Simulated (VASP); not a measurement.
# TiGe4 (I4/mmm) in VASP: a series of runs

Runs on TiGe4. Level: PBE. Tasks: single point, relaxation of cell and atoms.

Program: VASP 6.6.1. These are calculated values, not measurements. Logs are shortened: lines on timing, memory, paths and dates and some standing lists are left out, and cuts for length are marked.

## Step 1: The cell of the first run

Symmetry: I4/mmm, No. 139, tetragonal system. The conventional cell has a = 4.183 Å, b = 4.183 Å, c = 10.080 Å, α = 90.00°, β = 90.00°, γ = 90.00°. Ti (site symmetry 4/mmm) has 18 Ge at 3.18 to 3.86 Å and 4 Ti at 4.18 Å within 4.2 Å. Ge (site symmetry 4mm) has 5 Ge at 2.36 to 2.48 Å within 3.1 Å. Within 3.3 Å of Ge (site symmetry -4m2) lie 8 Ge at 2.48 to 2.96 Å and 4 Ti at 3.27 Å.

## Step 2: Single point, PBE

File INCAR:

```
  PREC = Accurate
  ENCUT = 520
  EDIFF = 1E-6
  ISMEAR = 0
  SIGMA = 0.1
  LREAL = F
  LASPH = T
  NELM = 80
  ALGO = Normal
  ISIF = 2
  LWAVE = F
  LCHARG = F
  GGA = PE
  NBANDS = 42
```

File KPOINTS:

```
regular mesh
0
Gamma
  6 6 6
```

File POSCAR:

```
TiGe4
1.0
   -2.0915542700      2.0915542700      5.0399113500
    2.0915542700     -2.0915542700      5.0399113500
    2.0915542700      2.0915542700     -5.0399113500
Ti Ge
1 4
Direct
    0.0000000000      0.0000000000      0.0000000000
    0.6170451600      0.6170451600      0.0000000000
    0.7500000000      0.2500000000      0.5000000000
    0.2500000000      0.7500000000      0.5000000000
    0.3829548400      0.3829548400      0.0000000000
```

Potentials or basis: VASP PAW PBE potentials, release 64 (Ti_sv, Ge_d).

Started as:

```bash
> cat potpaw_PBE.64/Ti_sv/POTCAR potpaw_PBE.64/Ge_d/POTCAR > POTCAR
> mpirun -np 1 vasp_std > vasp.out
```

OUTCAR:

```text
PREC = Accurate
   ENCUT = 520
   EDIFF = 1E-6
   ISMEAR = 0
   LREAL = F
   LASPH = T
   NELM = 80
   ISIF = 2
   GGA = PE

 ion  position               nearest neighbor table
   1  0.000  0.000  0.000-
   2  0.617  0.617  0.000-   5 2.36   3 2.48   4 2.48   3 2.48   4 2.48
   3  0.750  0.250  0.500-   5 2.48   2 2.48   5 2.48   2 2.48
   4  0.250  0.750  0.500-   5 2.48   2 2.48   5 2.48   2 2.48
   5  0.383  0.383  0.000-   2 2.36   4 2.48   3 2.48   3 2.48   4 2.48

  LATTYP: Found a body centered tetragonal cell.
 ALAT       =     4.1831085400
 C/A-ratio  =     2.4096488541

  Lattice vectors:

 A1 = (  -2.0915542700,   2.0915542700,   5.0399113500)
 A2 = (   2.0915542700,  -2.0915542700,   5.0399113500)
 A3 = (   2.0915542700,   2.0915542700,  -5.0399113500)

Analysis of symmetry for initial positions (statically):
=====================================================================
 Subroutine PRICEL returns:
 Original cell was already a primitive cell.

 Routine SETGRP: Setting up the symmetry group for a
 body centered tetragonal supercell.

 Subroutine GETGRP returns: Found 16 space group operations
 (whereof 16 operations were pure point group operations)
 out of a pool of 16 trial point group operations.

The static configuration has the point symmetry D_4h.

Analysis of symmetry for dynamics (positions and initial velocities):
=====================================================================
 Subroutine PRICEL returns:
 Original cell was already a primitive cell.

 Routine SETGRP: Setting up the symmetry group for a
 body centered tetragonal supercell.

 Subroutine GETGRP returns: Found 16 space group operations
 (whereof 16 operations were pure point group operations)
 out of a pool of 16 trial point group operations.

The dynamic configuration has the point symmetry D_4h.

 Subroutine INISYM returns: Found 16 space group operations
 (whereof 16 operations are pure point group operations),
 and found     1 'primitive' translations

----------------------------------------------------------------------------------------

                                     Primitive cell

  volume of cell :      88.1904

  direct lattice vectors                    reciprocal lattice vectors
    -2.091554270  2.091554270  5.039911350     0.000000000  0.239056671  0.099208094
     2.091554270 -2.091554270  5.039911350     0.239056671  0.000000000  0.099208094
     2.091554270  2.091554270 -5.039911350     0.239056671  0.239056671  0.000000000

  length of vectors
     5.843792000  5.843792000  5.843792000     0.258824917  0.258824917  0.338077186

  position of ions in fractional coordinates (direct lattice)
     0.000000000  0.000000000  0.000000000
     0.617045160  0.617045160  0.000000000
     0.750000000  0.250000000  0.500000000
     0.250000000  0.750000000  0.500000000
     0.382954840  0.382954840  0.000000000

  ion indices of the primitive-cell ions
   primitive index   ion index
                 1           1
                 2           2
                 3           3
                 4           4
                 5           5

----------------------------------------------------------------------------------------

 KPOINTS: regular mesh

Automatic generation of k-mesh.
 Grid dimensions read from file:
 generate k-points for:    6    6    6

 Generating k-lattice:

  Cartesian coordinates                     Fractional coordinates (reciprocal lattice)
     0.000000000  0.039842778  0.016534682     0.166666667  0.000000000  0.000000000
     0.039842778  0.000000000  0.016534682     0.000000000  0.166666667  0.000000000
     0.039842778  0.039842778  0.000000000     0.000000000  0.000000000  0.166666667

  Length of vectors
     0.043137486  0.043137486  0.056346198

  Shift w.r.t. Gamma in fractional coordinates (k-lattice)
     0.000000000  0.000000000  0.000000000

 Subroutine IBZKPT returns following result:
 ===========================================

 Found     30 irreducible k-points:

 Following reciprocal coordinates:
            Coordinates               Weight
  0.000000  0.000000  0.000000      1.000000
  0.166667  0.000000 -0.000000      8.000000
  0.333333  0.000000 -0.000000      8.000000
  0.500000  0.000000  0.000000      4.000000
  0.166667  0.166667 -0.000000      8.000000
  0.333333  0.166667  0.000000     16.000000
[... 16 lines left out ...]
 -0.333333 -0.333333  0.166667      8.000000
 -0.166667 -0.333333  0.166667      8.000000
 [... further k-points ...]
   k-points           NKPTS =     30   k-points in BZ     NKDIM =     30   number of bands    NBANDS=     42
   number of dos      NEDOS =    301   number of ions     NIONS =      5
   total plane-waves  NPLWV = 110592
   dimension x,y,z NGX =    48 NGY =   48 NGZ =   48
   dimension x,y,z NGXF=    96 NGYF=   96 NGZF=   96
   ions per type =               1   4
   NGX,Y,Z   is equivalent  to a cutoff of  13.66, 13.66, 13.66 a.u.
   NGXF,Y,Z  is equivalent  to a cutoff of  27.31, 27.31, 27.31 a.u.
 SYSTEM =  unknown system
   PREC   = accura    normal or accurate (medium, high low for compatibility)
   ISTART =      0    job   : 0-new  1-cont  2-samecut
   ICHARG =      2    charge: 1-file 2-atom 10-const
   ISPIN  =      1    spin polarized calculation?
   LNONCOLLINEAR =      F non collinear calculations
   LSORBIT =      F    spin-orbit coupling
   LASPH  =      T    aspherical Exc in radial PAW
   ENCUT  =  520.0 eV  38.22 Ry    6.18 a.u.  10.87 10.87 10.87*2*pi/ulx,y,z
   NELM   =     80;   NELMIN=  2; NELMDL= -5     # of ELM steps
   EDIFF  = 0.1E-05   stopping-criterion for ELM
   LREAL  =      F    real-space projection
   EDIFFG = 0.1E-04   stopping-criterion for IOM
   NSW    =      0    number of steps for IOM
   IBRION =     -1    ionic relax: 0-MD 1-quasi-New 2-CG
   NFREE  =      0    steps in history (QN), initial steepest desc. (CG)
   ISIF   =      2    stress and relaxation
   ISYM   =      2    0-nonsym 1-usesym 2-fastsym
   POTIM  = 0.5000    time-step for ionic-motion
   TEBEG  =    0.0;   TEEND  =   0.0 temperature during run
   PSTRESS=    0.0 pullay stress
   NELECT =      68.0000    total number of electrons
   NUPDOWN=      -1.0000    fix difference up-down
   EMIN   =  10.00;   EMAX   =-10.00  energy-range for DOS
   EFERMI =   0.00;   METHOD = LEGACY
   ISMEAR =     0;   SIGMA  =   0.10  broadening in eV -4-tet -1-fermi 0-gaus
   EFERMI_NEDOS =   21; number of points for ismear=-14 and -15
   IALGO  =     38    algorithm
   IMIX   =      4    mixing-type and parameters
     AMIX     =   0.40;   BMIX     =  1.00
     AMIX_MAG =   1.60;   BMIX_MAG =  1.00
  volume/ion in A,a.u.               =      17.64       119.03
  Fermi-wavevector in a.u.,A,eV,Ry     =   1.501196  2.836849 30.661948  2.253590
  Thomas-Fermi vector in A             =   2.612598
   LORBIT       =      0    0 simple, 1 ext, 2 COOP (PROOUT), +10 PAW based schemes
   GGA     = PE    functional components
   LHFCALC =     F    Hartree Fock is set to
   AEXX    =    0.0000 exact exchange contribution
   IVDW    =     0    specifies the selected vdW correction
   LEPSILON=     F    determine dielectric tensor
   LRPA    =     F    only Hartree local field effects (RPA)
 non-spin polarized calculation
 Gauss-broadening in eV      SIGMA  =   0.10
  energy-cutoff  :      520.00
  volume of cell :       88.19
 maximum number of plane-waves:      2392
 NGX is ok and might be reduce to    48
   NGX = 21   NGY = 21   NGZ = 21

 number of electron      67.9999997 magnetization

 Free energy of the ion-electron system (eV)
  ---------------------------------------------------
  ext. energy  EPLUGINS =         0.00000000
  ---------------------------------------------------
  free energy    TOTEN  =       -22.59677995 eV

  energy without entropy =      -22.58048962  energy(sigma->0) =      -22.58863478

 E-fermi :   8.1272     XC(G=0): -11.4690

 val. band max:        8.1051053303   @ k =   0.3333   0.3333   0.1667
 cond. band min:       8.1441115755   @ k =   0.3333   0.0000  -0.0000
 fundamental gap:      0.0390062452
 Fermi energy:         8.1272022232

 k-point     1 :       0.0000    0.0000    0.0000
  band No.  band energies     occupation
      1     -49.5713      2.00000
      2     -25.8527      2.00000
      3     -25.8527      2.00000
      4     -25.8047      2.00000
      5     -17.1198      2.00000
      6     -17.0765      2.00000
[... 34 lines left out ...]
     41      11.5714      0.00000
     42      11.5714      0.00000

 k-point     2 :       0.1667    0.0000   -0.0000
  band No.  band energies     occupation
      1     -49.5712      2.00000
      2     -25.8546      2.00000
      3     -25.8526      2.00000
      4     -25.8045      2.00000
      5     -17.1198      2.00000
      6     -17.0762      2.00000
[... 34 lines left out ...]
     41      10.6031      0.00000
     42      11.0499      0.00000

 k-point     3 :       0.3333    0.0000   -0.0000
  band No.  band energies     occupation
      1     -49.5711      2.00000
      2     -25.8583      2.00000
      3     -25.8523      2.00000
      4     -25.8042      2.00000
      5     -17.1138      2.00000
      6     -17.0711      2.00000
[... 34 lines left out ...]
     41      11.4035      0.00000
     42      11.5645      0.00000

 k-point     4 :       0.5000    0.0000    0.0000
  band No.  band energies     occupation
      1     -49.5710      2.00000
      2     -25.8601      2.00000
      3     -25.8522      2.00000
      4     -25.8041      2.00000
      5     -17.1067      2.00000
      6     -17.0810      2.00000
[... 844 lines left out ...]
     41      11.4849      0.00000
     42      11.7004      0.00000

 k-point    23 :      -0.3333   -0.3333    0.1667
  band No.  band energies     occupation
      1     -49.5711      2.00000
      2     -25.8545      2.00000
      3     -25.8543      2.00000
      4     -25.8046      2.00000
      5     -17.1177      2.00000
      6     -17.0610      2.00000
[... 34 lines left out ...]
     41      10.4557      0.00000
     42      11.1679      0.00000

 k-point    24 :      -0.1667   -0.3333    0.1667
  band No.  band energies     occupation
      1     -49.5712      2.00000
      2     -25.8546      2.00000
      3     -25.8526      2.00000
      4     -25.8047      2.00000
      5     -17.1167      2.00000
      6     -17.0663      2.00000
[... 34 lines left out ...]
     41      11.0271      0.00000
     42      11.1170      0.00000

 [... further k-points ...]

------------------------ aborting loop because EDIFF is reached ----------------------------------------

  FORCE on cell =-STRESS in cart. coord.  units (eV):
  Direction    XX          YY          ZZ          XY          YZ          ZX
  --------------------------------------------------------------------------------------
  -------------------------------------------------------------------------------------
  Total        7.0480969      7.0480969      7.3946175      0.0000000     -0.0000000      0.0000000
  in kB      128.0446045    128.0446045    134.3399346      0.0000000     -0.0000000      0.0000000
  external PRESSURE =     130.1430478 kB  Pullay stress =       0.0000000 kB

 VOLUME and BASIS-vectors are now :
 -----------------------------------------------------------------------------
  energy-cutoff  :      520.00
  volume of cell :       88.19
      direct lattice vectors                 reciprocal lattice vectors
    -2.091554270  2.091554270  5.039911350     0.000000000  0.239056671  0.099208094
     2.091554270 -2.091554270  5.039911350     0.239056671  0.000000000  0.099208094
     2.091554270  2.091554270 -5.039911350     0.239056671  0.239056671  0.000000000

 POSITION                                       TOTAL-FORCE (eV/Angst)
 -----------------------------------------------------------------------------------
      0.00000      0.00000      0.00000        -0.000000     -0.000000     -0.000000
      0.00000      0.00000      6.21971         0.000000      0.000000     -1.262017
     -0.00000      2.09155      2.51996        -0.000000     -0.000000     -0.000000
      2.09155     -0.00000      2.51996        -0.000000     -0.000000      0.000000
      0.00000      0.00000      3.86012         0.000000      0.000000      1.262017
 -----------------------------------------------------------------------------------
    total drift:                                0.000000     -0.000000     -0.000000

  FREE ENERGIE OF THE ION-ELECTRON SYSTEM (eV)
  ---------------------------------------------------
  free  energy   TOTEN  =       -22.5967799476 eV

  energy  without entropy=      -22.5804896214  energy(sigma->0) =      -22.58863478
```

Run time: 3 min. Hardware: 1 thread of Intel Xeon Platinum 8559C (Emerald Rapids), shared host; peak memory 0.35 GiB.

What came out:

```
Free energy            : -22.5968 eV
Pressure               : 13.0 GPa
Largest force          : 1.262 eV/Å
Band gap on the k mesh : zero (band 34 reaches 8.50 eV, above the bottom of band 35 at 7.54 eV)
```

Forces on the atoms (eV/Å):
```
Ti   0.000  0.000  0.000
Ge   0.000  0.000 -1.262
Ge   0.000  0.000  0.000
Ge   0.000  0.000  0.000
Ge   0.000  0.000  1.262
```

Levels at points of the mesh, in eV from the Fermi level:
```
           k point  band 32  band 33  band 34  band 35  band 36  band 37
(0.00, 0.00, 0.00)    -1.94    -1.89    -1.27     0.20     0.48     0.75
(0.50, 0.00, 0.00)    -2.46    -1.86    -1.45    -0.58     0.54     0.65
(0.50, 0.50, 0.00)    -1.45    -0.40    -0.26     0.48     0.74     0.77
(0.50, 0.50, 0.50)    -1.15    -0.82    -0.82    -0.14     0.24     0.83
```

Caveat: forces of over 1 eV/Å act on the atoms, so gaps and moduli don't describe the material at rest.

## Step 3: Single point, PBE

This run uses another cell than the first one, of 19.24 Å³/atom, 1.091 times its volume.

File INCAR:

```
SYSTEM = TiGe4
  ALGO = Normal
  EDIFF = 1E-6
  ENCUT = 520
  GGA = PE
  ISIF = 2
  ISMEAR = 0
  LASPH = .TRUE.
  LCHARG = .FALSE.
  LREAL = .FALSE.
  LWAVE = .FALSE.
  NBANDS = 42
  NELM = 60
  PREC = Accurate
  SIGMA = 0.1
```

File KPOINTS:

```
k-points
0
G
  6 6 6
  0 0 0
```

File POSCAR:

```
TiGe4
1.0
   -1.8229376141      1.8229376141      7.2382859937
    1.8229376141     -1.8229376141      7.2382859937
    1.8229376141      1.8229376141     -7.2382859937
Ti Ge
1 4
Direct
    0.0000000000      0.0000000000      0.0000000000
    0.5869721698      0.5869721698      0.0000000000
    0.7500000000      0.2500000000      0.5000000000
    0.2500000000      0.7500000000      0.5000000000
    0.4130278302      0.4130278302      0.0000000000
```

Potentials or basis: VASP PAW PBE potentials, release 64 (Ti_sv, Ge_d).

Started as:

```bash
> cat potpaw_PBE.64/Ti_sv/POTCAR potpaw_PBE.64/Ge_d/POTCAR > POTCAR
> mpirun -np 1 vasp_std > vasp.out
```

Run time: 6.2 min. Hardware: 1 thread of Intel Xeon Platinum 8559C (Emerald Rapids), shared host; peak memory 0.5 GiB.

It converged, with:

```yaml
Free_energy: -24.8386 eV
Pressure: 0.0 GPa
Largest_force: 0.005 eV/Å
Band_gap_on_the_k_mesh: zero (band 34 reaches 7.29 eV, above the bottom of band 35 at 5.92 eV)
```

Forces on the atoms (eV/Å):
```
Ti   0.000  0.000  0.000
Ge   0.000  0.000 -0.005
Ge   0.000  0.000  0.000
Ge   0.000  0.000  0.000
Ge   0.000  0.000  0.005
```

Levels at points of the mesh, in eV from the Fermi level:
```tsv
k point	band 31	band 32	band 33	band 34	band 35	band 36	band 37	band 38
(0.00, 0.00, 0.00)	-1.49	-0.98	-0.77	0.25	0.25	0.58	0.58	0.89
(0.50, 0.00, 0.00)	-1.23	-0.69	-0.41	0.62	0.64	0.95	1.33	1.55
(0.50, 0.50, 0.00)	-3.63	-3.09	-2.43	-1.69	-0.75	0.73	1.01	1.32
(0.50, 0.50, 0.50)	-2.12	-0.62	-0.14	-0.14	0.78	0.89	1.36	1.36
```

Caveat: the k points lie up to 0.41 Å⁻¹ apart.

(Continued in part 2 of 2.)
